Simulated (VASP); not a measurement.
# Sr (I4/mmm) in VASP: notebook, part 2 of 2

VASP 6.6.1.

## 3. Single point, r2SCAN

Input file POSCAR:

```
Sr
1.0
   -2.3863000000      2.3863000000      2.5354019159
    2.3863000000     -2.3863000000      2.5354019159
    2.3863000000      2.3863000000     -2.5354019159
Sr
1
Direct
    0.0000000000      0.0000000000      0.0000000000
```

Input file INCAR.step1:

```
SYSTEM = Sr
ALGO = Normal ; EDIFF = 1E-4
ENCUT = 520 ; GGA = PE
ISMEAR = -1 ; LASPH = .TRUE.
LCHARG = .FALSE. ; LREAL = .FALSE.
LWAVE = .TRUE. ; NBANDS = 11
NELM = 80 ; PREC = Accurate
SIGMA = 0.3
```

Input file INCAR.step2:

```
SYSTEM = Sr
ALGO = Normal ; EDIFF = 1E-6
ENCUT = 520 ; ISIF = 2
ISMEAR = -1 ; ISTART = 1
LASPH = .TRUE. ; LCHARG = .FALSE.
LMIXTAU = .TRUE. ; LREAL = .FALSE.
LWAVE = .FALSE. ; METAGGA = R2SCAN
NBANDS = 11 ; NELM = 80
PREC = Accurate ; SIGMA = 0.3
```

Input file KPOINTS:

```
k-points
0
G
  10 10 10
  0 0 0
```

Potentials or basis: VASP PAW PBE potentials, release 64 (Sr_sv).

On the command line:

```
$ cat potpaw_PBE.64/Sr_sv/POTCAR > POTCAR
$ cp INCAR.step1 INCAR
$ mpirun -np 1 vasp_std > vasp.out
$ cp INCAR.step2 INCAR
$ mpirun -np 1 vasp_std > vasp.out
```

OUTCAR:

```text
SYSTEM = Sr
   EDIFF = 1E-6
   ENCUT = 520
   ISIF = 2
   ISMEAR = -1
   ISTART = 1
   LASPH = .TRUE.
   LREAL = .FALSE.
   METAGGA = R2SCAN
   NELM = 80
   PREC = Accurate

 ion  position               nearest neighbor table
   1  0.000  0.000  0.000-

  LATTYP: Found a body centered tetragonal cell.
 ALAT       =     4.7726000000
 C/A-ratio  =     1.0624824691

  Lattice vectors:

 A1 = (  -2.3863000000,   2.3863000000,   2.5354019159)
 A2 = (   2.3863000000,  -2.3863000000,   2.5354019159)
 A3 = (   2.3863000000,   2.3863000000,  -2.5354019159)

Analysis of symmetry for initial positions (statically):
=====================================================================
 Subroutine PRICEL returns:
 Original cell was already a primitive cell.

 Routine SETGRP: Setting up the symmetry group for a
 body centered tetragonal supercell.

 Subroutine GETGRP returns: Found 16 space group operations
 (whereof 16 operations were pure point group operations)
 out of a pool of 16 trial point group operations.

The static configuration has the point symmetry D_4h.

Analysis of symmetry for dynamics (positions and initial velocities):
=====================================================================
 Subroutine PRICEL returns:
 Original cell was already a primitive cell.

 Routine SETGRP: Setting up the symmetry group for a
 body centered tetragonal supercell.

 Subroutine GETGRP returns: Found 16 space group operations
 (whereof 16 operations were pure point group operations)
 out of a pool of 16 trial point group operations.

The dynamic configuration has the point symmetry D_4h.

 Subroutine INISYM returns: Found 16 space group operations
 (whereof 16 operations are pure point group operations),
 and found     1 'primitive' translations

[... 115 lines left out ...]
  Thomas-Fermi vector in A             =   2.036879
   LORBIT       =      0    0 simple, 1 ext, 2 COOP (PROOUT), +10 PAW based schemes
   METAGGA = R2SCAN    functional components
   LHFCALC =     F    Hartree Fock is set to
   AEXX    =    0.0000 exact exchange contribution
   IVDW    =     0    specifies the selected vdW correction
   LEPSILON=     F    determine dielectric tensor
   LRPA    =     F    only Hartree local field effects (RPA)
 non-spin polarized calculation
  energy-cutoff  :      520.00
  volume of cell :       57.75
 maximum number of plane-waves:      1574
   NGX = 15   NGY = 15   NGZ = 15

 number of electron      10.0000000 magnetization

 Free energy of the ion-electron system (eV)
  ---------------------------------------------------
  ext. energy  EPLUGINS =         0.00000000
  ---------------------------------------------------
  free energy    TOTEN  =       -15.28520979 eV

  energy without entropy =      -14.91021005  energy(sigma->0) =      -15.09770992

 E-fermi :   1.3367     XC(G=0):  -7.6252

 val. band max:        1.3306631363   @ k =  -0.3000   0.5000   0.3000
 cond. band min:       1.3425078176   @ k =   0.5000   0.5000   0.5000
 fundamental gap:      0.0118446813
 Fermi energy:         1.3366822582

 k-point     1 :       0.0000    0.0000    0.0000
  band No.  band energies     occupation
      1     -36.6539      2.00000
      2     -17.9235      2.00000
      3     -17.9219      2.00000
      4     -17.9219      2.00000
      5      -2.3023      1.99999
      6       4.0408      0.00024
      7       4.0408      0.00024
      8       4.3864      0.00008
      9       5.1958      0.00001
     10       5.6670      0.00000
     11       9.4990      0.00000
[... 309 lines left out ...]
 k-point    24 :       0.4000    0.3000    0.0000
  band No.  band energies     occupation
      1     -36.6393      2.00000
      2     -18.0565      2.00000
      3     -18.0228      2.00000
      4     -17.9448      2.00000
      5       1.2598      1.12752
      6       1.7495      0.40325
      7       2.1485      0.12523
      8       5.3874      0.00000
      9       5.7508      0.00000
     10       6.2228      0.00000
     11       7.6187      0.00000

 [... further k-points ...]

------------------------ aborting loop because EDIFF is reached ----------------------------------------

  FORCE on cell =-STRESS in cart. coord.  units (eV):
  Direction    XX          YY          ZZ          XY          YZ          ZX
  --------------------------------------------------------------------------------------
  -------------------------------------------------------------------------------------
  Total       -0.0459296     -0.0459296     -0.0939909      0.0000000     -0.0000000      0.0000000
  in kB       -1.2742245     -1.2742245     -2.6075926      0.0000000     -0.0000000      0.0000000
  external PRESSURE =      -1.7186805 kB  Pullay stress =       0.0000000 kB

 VOLUME and BASIS-vectors are now :
 -----------------------------------------------------------------------------
  energy-cutoff  :      520.00
  volume of cell :       57.75
      direct lattice vectors                 reciprocal lattice vectors
    -2.386300000  2.386300000  2.535401916     0.000000000  0.209529397  0.197207392
     2.386300000 -2.386300000  2.535401916     0.209529397  0.000000000  0.197207392
     2.386300000  2.386300000 -2.535401916     0.209529397  0.209529397  0.000000000

 POSITION                                       TOTAL-FORCE (eV/Angst)
 -----------------------------------------------------------------------------------
      0.00000      0.00000      0.00000         0.000000      0.000000      0.000000
 -----------------------------------------------------------------------------------
    total drift:                                0.000000      0.000000     -0.000000

  FREE ENERGIE OF THE ION-ELECTRON SYSTEM (eV)
  ---------------------------------------------------
  free  energy   TOTEN  =       -15.2852097943 eV

  energy  without entropy=      -14.9102100493  energy(sigma->0) =      -15.09770992
```

It took 66 s on 1 thread of Intel Xeon 6975P-C (Granite Rapids), shared host; peak memory 0.22 GiB.

What came out:

* Free energy: -15.2852 eV
* Pressure: -0.2 GPa
* Band gap on the k mesh: zero (bands 5 and 6 overlap by 0.20 eV)

Stress tensor (GPa, compression positive):
```
-0.13  0.00  0.00
 0.00 -0.13  0.00
 0.00  0.00 -0.26
```

Levels at points of the mesh, in eV from the Fermi level:
| k point | band 1 | band 2 | band 3 | band 4 | band 5 | band 6 | band 7 | band 8 | band 9 | band 10 |
| --- | --- | --- | --- | --- | --- | --- | --- | --- | --- | --- |
| (0.00, 0.00, 0.00) | -37.99 | -19.26 | -19.26 | -19.26 | -3.64 | 2.70 | 2.70 | 3.05 | 3.86 | 4.33 |
| (0.50, 0.00, 0.00) | -37.98 | -19.43 | -19.31 | -19.26 | -0.84 | 0.13 | 1.72 | 3.74 | 4.61 | 5.74 |
| (0.50, 0.50, 0.00) | -37.98 | -19.43 | -19.32 | -19.26 | -0.73 | 0.31 | 1.33 | 4.23 | 4.76 | 5.82 |
| (0.50, 0.50, 0.50) | -37.97 | -19.40 | -19.37 | -19.37 | 0.01 | 0.16 | 3.23 | 4.10 | 4.10 | 5.34 |

Caveat: so wide a smearing shifts energies and pressures; the PAW data sets were made with another functional, which shifts forces and pressure a little.

## 4. Single point, r2SCAN

Input file POSCAR:

```
Sr
1.0
   -2.4837000000      2.4837000000      2.3404459823
    2.4837000000     -2.4837000000      2.3404459823
    2.4837000000      2.4837000000     -2.3404459823
Sr
1
Direct
    0.0000000000      0.0000000000      0.0000000000
```

Input file INCAR.step1:

```
  PREC = Accurate
  ENCUT = 520
  ISMEAR = -1
  SIGMA = 0.3
  LREAL = False
  LASPH = True
  NELM = 60
  NBANDS = 11
  GGA = PE
  ALGO = Normal
  EDIFF = 1E-4
  LWAVE = True
  LCHARG = False
```

Input file INCAR.step2:

```
  PREC = Accurate
  ENCUT = 520
  EDIFF = 1E-7
  ISMEAR = -1
  SIGMA = 0.3
  LREAL = False
  LASPH = True
  NELM = 60
  ALGO = Normal
  ISIF = 2
  LWAVE = False
  LCHARG = False
  METAGGA = R2SCAN
  LMIXTAU = True
  NBANDS = 11
  ISTART = 1
```

Input file KPOINTS:

```
regular mesh
0
Gamma
  10 10 10
```

On the command line:

```
$ cat potpaw_PBE.64/Sr_sv/POTCAR > POTCAR
$ cp INCAR.step1 INCAR
$ mpirun -np 1 vasp_std > vasp.out
$ cp INCAR.step2 INCAR
$ mpirun -np 1 vasp_std > vasp.out
```

It took 68 s on 1 thread of Intel Xeon 6975P-C (Granite Rapids), shared host; peak memory 0.22 GiB.

Results (log left out):

```
Free energy            : -15.2844 eV
Pressure               : -0.2 GPa
Band gap on the k mesh : zero (bands 5 and 6 overlap by 0.27 eV)
```

Stress tensor (GPa, compression positive):
```
-0.28  0.00  0.00
 0.00 -0.28  0.00
 0.00  0.00  0.04
```

Levels at points of the mesh, in eV from the Fermi level:
| k point | band 1 | band 2 | band 3 | band 4 | band 5 | band 6 | band 7 | band 8 | band 9 | band 10 |
| --- | --- | --- | --- | --- | --- | --- | --- | --- | --- | --- |
| (0.00, 0.00, 0.00) | -37.99 | -19.26 | -19.26 | -19.26 | -3.64 | 2.57 | 2.94 | 2.94 | 3.85 | 4.35 |
| (0.50, 0.00, 0.00) | -37.98 | -19.43 | -19.32 | -19.26 | -0.76 | 0.25 | 1.46 | 4.01 | 4.78 | 5.78 |
| (0.50, 0.50, 0.00) | -37.98 | -19.43 | -19.31 | -19.26 | -0.88 | 0.06 | 1.86 | 3.67 | 4.46 | 5.73 |
| (0.50, 0.50, 0.50) | -37.97 | -19.39 | -19.39 | -19.37 | 0.02 | 0.15 | 3.52 | 3.52 | 4.39 | 5.37 |

Caveat: so wide a smearing shifts energies and pressures; the PAW data sets were made with another functional, which shifts forces and pressure a little.

## 5. Single point, r2SCAN

Input file POSCAR:

```
Sr
1.0
   -2.5080500000      2.5080500000      2.2952210387
    2.5080500000     -2.5080500000      2.2952210387
    2.5080500000      2.5080500000     -2.2952210387
Sr
1
Direct
    0.0000000000      0.0000000000      0.0000000000
```

Input file INCAR.step1:

```
PREC     = Accurate       # precision mode
ENCUT    = 520            # plane-wave cutoff, eV
ISMEAR   = -1             # smearing method
SIGMA    = 0.3            # smearing width, eV
LREAL    = False          # projectors in reciprocal space
LASPH    = True           # aspherical terms in the spheres
NELM     = 60             # most SCF steps
NBANDS   = 11             # bands
GGA      = PE             # functional
ALGO     = Normal         # electronic algorithm
EDIFF    = 1E-4           # SCF threshold, eV
LWAVE    = True           # write WAVECAR
LCHARG   = False          # write CHGCAR
```

Input file INCAR.step2:

```
PREC     = Accurate       # precision mode
ENCUT    = 520            # plane-wave cutoff, eV
EDIFF    = 1E-6           # SCF threshold, eV
ISMEAR   = -1             # smearing method
SIGMA    = 0.3            # smearing width, eV
LREAL    = False          # projectors in reciprocal space
LASPH    = True           # aspherical terms in the spheres
NELM     = 60             # most SCF steps
ALGO     = Normal         # electronic algorithm
ISIF     = 2              # what is computed and relaxed
LWAVE    = False          # write WAVECAR
LCHARG   = False          # write CHGCAR
METAGGA  = R2SCAN         # meta-GGA
LMIXTAU  = True         
NBANDS   = 11             # bands
ISTART   = 1
```

KPOINTS is that of step 4.

On the command line:

```
$ cat potpaw_PBE.64/Sr_sv/POTCAR > POTCAR
$ cp INCAR.step1 INCAR
$ mpirun -np 1 vasp_std > vasp.out
$ cp INCAR.step2 INCAR
$ mpirun -np 1 vasp_std > vasp.out
```

Wall time 54 s (1 thread of Intel Xeon 6975P-C (Granite Rapids), shared host); peak memory 0.22 GiB.

The run converged. Its results:

```
Free energy            : -15.2813 eV
Pressure               : -0.2 GPa
Band gap on the k mesh : zero (bands 5 and 6 overlap by 0.30 eV)
```

Stress tensor (GPa, compression positive):
```
-0.34  0.00  0.00
 0.00 -0.34  0.00
 0.00  0.00  0.22
```

Levels at points of the mesh, in eV from the Fermi level:
```csv
k point,band 2,band 3,band 4,band 5,band 6,band 7,band 8,band 9
"(0.00, 0.00, 0.00)",-19.26,-19.26,-19.26,-3.64,2.46,3.02,3.02,3.71
"(0.50, 0.00, 0.00)",-19.43,-19.32,-19.27,-0.74,0.29,1.40,4.00,4.91
"(0.50, 0.50, 0.00)",-19.43,-19.31,-19.26,-0.92,0.01,2.01,3.54,4.38
"(0.50, 0.50, 0.50)",-19.39,-19.39,-19.36,-0.01,0.17,3.38,3.38,4.70
```

Caveat: so wide a smearing shifts energies and pressures; the PAW data sets were made with another functional, which shifts forces and pressure a little.

## 6. Overview

| cell | gap on the mesh (eV) | pressure (GPa) |
| --- | --- | --- |
| a = 4.226 Å, angles 112.0, 112.0, 104.5°, 1 atom | none | -0.2 |
| a = 4.221 Å, angles 111.1, 111.1, 106.2°, 1 atom | none | -0.2 |
| a = 4.221 Å, angles 107.9, 107.9, 112.6°, 1 atom | none | -0.2 |
| a = 4.225 Å, angles 107.2, 107.2, 114.2°, 1 atom | none | -0.2 |

Alike in all rows: task single point; level r2SCAN; potentials or basis VASP PAW PBE potentials, release 64 (Sr_sv); no spin polarisation; k mesh 10 × 10 × 10; cutoff (eV) 520; smearing fermi-dirac 0.3 eV.

Caveats: so wide a smearing shifts energies and pressures; the PAW data sets were made with another functional, which shifts forces and pressure a little.

Total energies depend on the potentials used, so only differences within one code and one set of settings carry meaning.
